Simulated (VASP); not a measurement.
V, 1 atom in the cell. It takes space group Fm-3m (No. 225, cubic). Conventional cell: a = 3.793 Å, b = 3.793 Å, c = 3.793 Å, α = 90.00°, β = 90.00°, γ = 90.00°. Within 3.5 Å of V (site symmetry m-3m) lie 12 V at 2.68 Å. 

```yaml
Program: VASP 6.6.1
Task: single point
Functional: PBE
Dispersion: D3(BJ)
Potentials_or_basis: VASP PAW PBE potentials, release 64 (V_sv)
Cutoff: 500 eV
k_mesh: 8 × 8 × 8
Occupations: gaussian, width 0.1 eV
Spin: collinear spin, ferromagnetic start
Starting_moments: "[2.0] μB"
Dipole_correction: no
Further_INCAR_settings: ALGO = Normal; EDIFF = 1e-06; NBANDS = 16
```

Potentials or basis: VASP PAW PBE potentials, release 64 (V_sv).

Command:

```bash
$ cat potpaw_PBE.64/V_sv/POTCAR > POTCAR
$ mpirun -np 1 vasp_std > vasp.out
```

Hardware: 1 thread of Intel(R) Xeon(R) Platinum 8259CL CPU @ 2.50GHz (Skylake/Cascade Lake), with other jobs on the host.

**Question.** How long does it take, and how much memory?

**Answer.** It took 14 s on 1 thread of Intel(R) Xeon(R) Platinum 8259CL CPU @ 2.50GHz (Skylake/Cascade Lake), with other jobs on the host, peak memory 0.14 GiB. Counts: scf iterations 16, k points 29.
